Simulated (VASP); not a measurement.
# NbC (Niobocarbide) (Fm-3m) in VASP: notebook, part 2 of 2

VASP 6.6.1. The steps go on from the part before.

## 4. Single point, revPBE+D3(BJ)

Input file INCAR:

```
SYSTEM = NbC
PREC = Accurate
ENCUT = 600
EDIFF = 1E-6
ISMEAR = 0
SIGMA = 0.01
LREAL = .False.
LASPH = .True.
NELM = 120
ALGO = Normal
ISIF = 2
LWAVE = .False.
LCHARG = .False.
GGA = RE
IVDW = 12
NBANDS = 16
GGA_COMPAT = .False.
```

Input file KPOINTS:

```
regular mesh
0
Gamma
  7 7 7
  0 0 0
```

Input file POSCAR:

```
NbC
1.0
    3.1601310000      0.0000000000      0.0000000000
    1.5800655000      2.7367537253      0.0000000000
    1.5800655000      0.9122512418      2.5802361568
Nb C
1 1
Direct
    0.0000000000      0.0000000000      0.0000000000
    0.5000000000      0.5000000000      0.5000000000
```

Potentials or basis: VASP PAW PBE potentials, release 64 (Nb_sv, C).

The run is started by

```console
$ cat potpaw_PBE.64/Nb_sv/POTCAR potpaw_PBE.64/C/POTCAR > POTCAR
$ mpirun -np 1 vasp_std > vasp.out
```

OUTCAR:

```text
SYSTEM = NbC
   PREC = Accurate
   ENCUT = 600
   EDIFF = 1E-6
   ISMEAR = 0
   LREAL = .False.
   LASPH = .True.
   NELM = 120
   ISIF = 2
   GGA = RE
   IVDW = 12
 IVDW          = 12

 ion  position               nearest neighbor table
   1  0.000  0.000  0.000-   2 2.23   2 2.23   2 2.23   2 2.23   2 2.23   2 2.23
   2  0.500  0.500  0.500-   1 2.23   1 2.23   1 2.23   1 2.23   1 2.23   1 2.23

  LATTYP: Found a face centered cubic cell.
 ALAT       =     4.4691001191

  Lattice vectors:

 A1 = (   3.1601310000,   0.0000000000,   0.0000000000)
 A2 = (   1.5800655000,   2.7367537253,   0.0000000000)
 A3 = (   1.5800655000,   0.9122512418,   2.5802361568)

Analysis of symmetry for initial positions (statically):
=====================================================================
 Subroutine PRICEL returns:
 Original cell was already a primitive cell.

 Routine SETGRP: Setting up the symmetry group for a
 face centered cubic supercell.

 Subroutine GETGRP returns: Found 48 space group operations
 (whereof 48 operations were pure point group operations)
 out of a pool of 48 trial point group operations.

The static configuration has the point symmetry O_h .

Analysis of symmetry for dynamics (positions and initial velocities):
=====================================================================
 Subroutine PRICEL returns:
 Original cell was already a primitive cell.

 Routine SETGRP: Setting up the symmetry group for a
 face centered cubic supercell.

 Subroutine GETGRP returns: Found 48 space group operations
 (whereof 48 operations were pure point group operations)
 out of a pool of 48 trial point group operations.

The dynamic configuration has the point symmetry O_h .

 Subroutine INISYM returns: Found 48 space group operations
 (whereof 48 operations are pure point group operations),
 and found     1 'primitive' translations

----------------------------------------------------------------------------------------

                                     Primitive cell

  volume of cell :      22.3152

  direct lattice vectors                    reciprocal lattice vectors
     3.160131000  0.000000000  0.000000000     0.316442578 -0.182698208 -0.129187141
     1.580065500  2.736753725  0.000000000     0.000000000  0.365396415 -0.129187141
     1.580065500  0.912251242  2.580236157     0.000000000  0.000000000  0.387561424

  length of vectors
     3.160131000  3.160131000  3.160131000     0.387561424  0.387561424  0.387561424

  position of ions in fractional coordinates (direct lattice)
     0.000000000  0.000000000  0.000000000
     0.500000000  0.500000000  0.500000000

  ion indices of the primitive-cell ions
   primitive index   ion index
                 1           1
                 2           2

----------------------------------------------------------------------------------------

 KPOINTS: regular mesh

Automatic generation of k-mesh.
 Grid dimensions read from file:
 generate k-points for:    7    7    7

 Generating k-lattice:

  Cartesian coordinates                     Fractional coordinates (reciprocal lattice)
     0.045206083 -0.026099744 -0.018455306     0.142857143  0.000000000 -0.000000000
     0.000000000  0.052199488 -0.018455306     0.000000000  0.142857143  0.000000000
     0.000000000  0.000000000  0.055365918     0.000000000  0.000000000  0.142857143

  Length of vectors
     0.055365918  0.055365918  0.055365918

  Shift w.r.t. Gamma in fractional coordinates (k-lattice)
     0.000000000  0.000000000  0.000000000

 Subroutine IBZKPT returns following result:
 ===========================================

 Found     20 irreducible k-points:

 Following reciprocal coordinates:
            Coordinates               Weight
  0.000000  0.000000  0.000000      1.000000
  0.142857  0.000000 -0.000000      8.000000
  0.285714  0.000000 -0.000000      8.000000
  0.428571  0.000000 -0.000000      8.000000
  0.142857  0.142857 -0.000000      6.000000
  0.285714  0.142857 -0.000000     24.000000
[... 12 lines left out ...]
 -0.428571  0.428571  0.142857     24.000000
 -0.285714  0.428571  0.142857     24.000000
   k-points           NKPTS =     20   k-points in BZ     NKDIM =     20   number of bands    NBANDS=     16
   number of dos      NEDOS =    301   number of ions     NIONS =      2
   total plane-waves  NPLWV =  21952
   dimension x,y,z NGX =    28 NGY =   28 NGZ =   28
   dimension x,y,z NGXF=    56 NGYF=   56 NGZF=   56
   ions per type =               1   1
   NGX,Y,Z   is equivalent  to a cutoff of  14.73, 14.73, 14.73 a.u.
   NGXF,Y,Z  is equivalent  to a cutoff of  29.46, 29.46, 29.46 a.u.
 SYSTEM =  NbC
   PREC   = accura    normal or accurate (medium, high low for compatibility)
   ISTART =      0    job   : 0-new  1-cont  2-samecut
   ICHARG =      2    charge: 1-file 2-atom 10-const
   ISPIN  =      1    spin polarized calculation?
   LNONCOLLINEAR =      F non collinear calculations
   LSORBIT =      F    spin-orbit coupling
   LASPH  =      T    aspherical Exc in radial PAW
   ENCUT  =  600.0 eV  44.10 Ry    6.64 a.u.   6.31  6.31  6.31*2*pi/ulx,y,z
   NELM   =    120;   NELMIN=  2; NELMDL= -5     # of ELM steps
   EDIFF  = 0.1E-05   stopping-criterion for ELM
   LREAL  =      F    real-space projection
[... 7 lines left out ...]
   TEBEG  =    0.0;   TEEND  =   0.0 temperature during run
   PSTRESS=    0.0 pullay stress
   NELECT =      17.0000    total number of electrons
   NUPDOWN=      -1.0000    fix difference up-down
   EMIN   =  10.00;   EMAX   =-10.00  energy-range for DOS
   EFERMI =   0.00;   METHOD = LEGACY
   ISMEAR =     0;   SIGMA  =   0.01  broadening in eV -4-tet -1-fermi 0-gaus
   EFERMI_NEDOS =   21; number of points for ismear=-14 and -15
   IALGO  =     38    algorithm
   IMIX   =      4    mixing-type and parameters
     AMIX     =   0.40;   BMIX     =  1.00
     AMIX_MAG =   1.60;   BMIX_MAG =  1.00
  volume/ion in A,a.u.               =      11.16        75.30
  Fermi-wavevector in a.u.,A,eV,Ry     =   1.495172  2.825465 30.416344  2.235538
  Thomas-Fermi vector in A             =   2.607351
   LORBIT       =      0    0 simple, 1 ext, 2 COOP (PROOUT), +10 PAW based schemes
   GGA     = RE    functional components
   LHFCALC =     F    Hartree Fock is set to
   AEXX    =    0.0000 exact exchange contribution
   IVDW    =    12    specifies the selected vdW correction
   LEPSILON=     F    determine dielectric tensor
   LRPA    =     F    only Hartree local field effects (RPA)
 non-spin polarized calculation
 Gauss-broadening in eV      SIGMA  =   0.01
  energy-cutoff  :      600.00
  volume of cell :       22.32
 maximum number of plane-waves:       757
 NGX is ok and might be reduce to    28
   NGX = 13   NGY = 13   NGZ = 13

 number of electron      17.0000001 magnetization

 Free energy of the ion-electron system (eV)
  ---------------------------------------------------
  ext. energy  EPLUGINS =         0.00000000
  ---------------------------------------------------
  free energy    TOTEN  =       -19.71853117 eV

  energy without entropy =      -19.71814994  energy(sigma->0) =      -19.71834056

 E-fermi :  12.7530     XC(G=0): -13.0465

 val. band max:       12.7511635889   @ k =  -0.4286   0.2857  -0.0000
 cond. band min:      12.8431964623   @ k =   0.4286   0.1429   0.0000
 fundamental gap:      0.0920328734
 Fermi energy:        12.7530313900

 k-point     1 :       0.0000    0.0000    0.0000
  band No.  band energies     occupation
      1     -43.1590      2.00000
      2     -18.8622      2.00000
      3     -18.8622      2.00000
      4     -18.8622      2.00000
      5      -0.8325      2.00000
      6      11.3299      2.00000
[... 8 lines left out ...]
     15      22.6361      0.00000
     16      34.8083      0.00000

 k-point     2 :       0.1429    0.0000   -0.0000
  band No.  band energies     occupation
      1     -43.1391      2.00000
      2     -19.0288      2.00000
      3     -18.8778      2.00000
      4     -18.8778      2.00000
      5      -0.3301      2.00000
      6       9.7073      2.00000
[... 8 lines left out ...]
     15      23.7715      0.00000
     16      32.0793      0.00000
[... 311 lines left out ...]
      5       1.0580      2.00000
      6       8.0152      2.00000
[... 8 lines left out ...]
     15      25.0264      0.00000
     16      27.1975      0.00000

 k-point    20 :      -0.2857    0.4286    0.1429
  band No.  band energies     occupation
      1     -43.0198      2.00000
      2     -19.4061      2.00000
      3     -19.3717      2.00000
      4     -19.1125      2.00000
      5       1.3913      2.00000
      6       7.4785      2.00000
[... 8 lines left out ...]
     15      25.3443      0.00000
     16      26.1611      0.00000

------------------------ aborting loop because EDIFF is reached ----------------------------------------

 Edisp (eV)   -1.85440

 E8    (eV) :    -1.2983

  FORCE on cell =-STRESS in cart. coord.  units (eV):
  Direction    XX          YY          ZZ          XY          YZ          ZX
  --------------------------------------------------------------------------------------
  -------------------------------------------------------------------------------------
  Total      -1.21231    -1.21231    -1.21231     0.00000    -0.00000    -0.00000
  in kB     -87.04093   -87.04093   -87.04093     0.00000    -0.00000    -0.00000
  external pressure =      -87.04 kB  Pullay stress =        0.00 kB

 VOLUME and BASIS-vectors are now :
 -----------------------------------------------------------------------------
  energy-cutoff  :      600.00
  volume of cell :       22.32
      direct lattice vectors                 reciprocal lattice vectors
     3.160131000  0.000000000  0.000000000     0.316442578 -0.182698208 -0.129187141
     1.580065500  2.736753725  0.000000000     0.000000000  0.365396415 -0.129187141
     1.580065500  0.912251242  2.580236157     0.000000000  0.000000000  0.387561424

 POSITION                                       TOTAL-FORCE (eV/Angst)
 -----------------------------------------------------------------------------------
      0.00000      0.00000      0.00000        -0.000000      0.000000      0.000000
      3.16013      1.82450      1.29012         0.000000      0.000000      0.000000
 -----------------------------------------------------------------------------------
    total drift:                                0.000000     -0.000000     -0.000000

  FREE ENERGIE OF THE ION-ELECTRON SYSTEM (eV)
  ---------------------------------------------------
  free  energy   TOTEN  =       -21.5729310961 eV

  energy  without entropy=      -21.5725498626  energy(sigma->0) =      -21.57274048
```

OSZICAR:

```text
N       E                     dE             d eps       ncg     rms          rms(c)
DAV:   1     0.152492399745E+03    0.15249E+03   -0.94227E+03   640   0.117E+03
DAV:   2    -0.168076290234E+02   -0.16930E+03   -0.15885E+03   776   0.397E+02
DAV:   3    -0.230342101276E+02   -0.62266E+01   -0.61199E+01   904   0.700E+01
DAV:   4    -0.233775128243E+02   -0.34330E+00   -0.34249E+00   912   0.141E+01
DAV:   5    -0.233844608156E+02   -0.69480E-02   -0.69478E-02   888   0.200E+00    0.129E+01
DAV:   6    -0.197909014949E+02    0.35936E+01   -0.72992E+00  1008   0.285E+01    0.351E+00
DAV:   7    -0.197230933262E+02    0.67808E-01   -0.52568E-01   784   0.692E+00    0.237E+00
DAV:   8    -0.197278436141E+02   -0.47503E-02   -0.13688E-01  1064   0.404E+00    0.154E+00
DAV:   9    -0.197180115547E+02    0.98321E-02   -0.25571E-02   976   0.187E+00    0.264E-01
DAV:  10    -0.197185542096E+02   -0.54265E-03   -0.12376E-03   744   0.449E-01    0.784E-02
DAV:  11    -0.197185316496E+02    0.22560E-04   -0.74707E-05   880   0.801E-02    0.306E-02
DAV:  12    -0.197185311725E+02    0.47712E-06   -0.64931E-06   760   0.231E-02
   1 F= -.21572931E+02 E0= -.21572740E+02  d E =-.381233E-03
```

Wall time 11 s (1 thread of Intel Xeon Platinum 8488C (Sapphire Rapids), shared host); peak memory 0.17 GiB.

What came out:

```
Free energy                : -21.5729 eV
Pressure                   : -8.7 GPa
Dispersion energy per atom : -0.927 eV
```

Caveat: three body term missing; the PAW data sets were made with another functional, which shifts forces and pressure a little; pairwise dispersion overbinds metals, which lowers pressure and volume.

## 5. Single point, revPBE+D3(BJ)

Input file INCAR:

```
SYSTEM = NbC
PREC = Accurate ; ENCUT = 600
EDIFF = 1E-6 ; ISMEAR = 0
SIGMA = 0.01 ; LREAL = .False.
LASPH = .True. ; NELM = 120
ALGO = Normal ; ISIF = 2
LWAVE = .False. ; LCHARG = .False.
GGA = RE ; IVDW = 12
NBANDS = 16 ; GGA_COMPAT = .False.
```

Input file KPOINTS:

```
Automatic mesh
0
Gamma
  9 9 9
  0 0 0
```

POSCAR is that of step 4.

The run is started by

```console
$ cat potpaw_PBE.64/Nb_sv/POTCAR potpaw_PBE.64/C/POTCAR > POTCAR
$ mpirun -np 1 vasp_std > vasp.out
```

Run time: 14 s. Hardware: 1 thread of Intel Xeon Platinum 8488C (Sapphire Rapids), shared host; peak memory 0.17 GiB.

Results (log left out):

- Free energy: -21.5619 eV
- Pressure: -8.8 GPa
- Dispersion energy per atom: -0.927 eV

Levels at points of the mesh, in eV from the Fermi level:
```
           k point  band 5  band 6  band 7  band 8  band 9  band 10  band 11  band 12  band 13  band 14
(0.00, 0.00, 0.00)  -13.49   -1.28   -1.28   -1.28   -0.23    -0.23    -0.23     0.38     0.38     7.61
```

Caveat: three body term missing; the PAW data sets were made with another functional, which shifts forces and pressure a little; pairwise dispersion overbinds metals, which lowers pressure and volume.

## 6. Overview

| k mesh | gap on the mesh (eV) | pressure (GPa) |
| --- | --- | --- |
| 3 × 3 × 3 | none | -4.5 |
| 5 × 5 × 5 | none | -8.6 |
| 7 × 7 × 7 | none | -8.7 |
| 9 × 9 × 9 | none | -8.8 |

Alike in all rows: task single point; level revPBE+D3(BJ); potentials or basis VASP PAW PBE potentials, release 64 (Nb_sv, C); no spin polarisation; cell as given; cutoff (eV) 600; smearing gaussian 0.01 eV.

Caveats: some runs use coarse meshes; three body term missing; the PAW data sets were made with another functional, which shifts forces and pressure a little; pairwise dispersion overbinds metals, which lowers pressure and volume.

Total energies depend on the potentials used, so only differences within one code and one set of settings carry meaning.
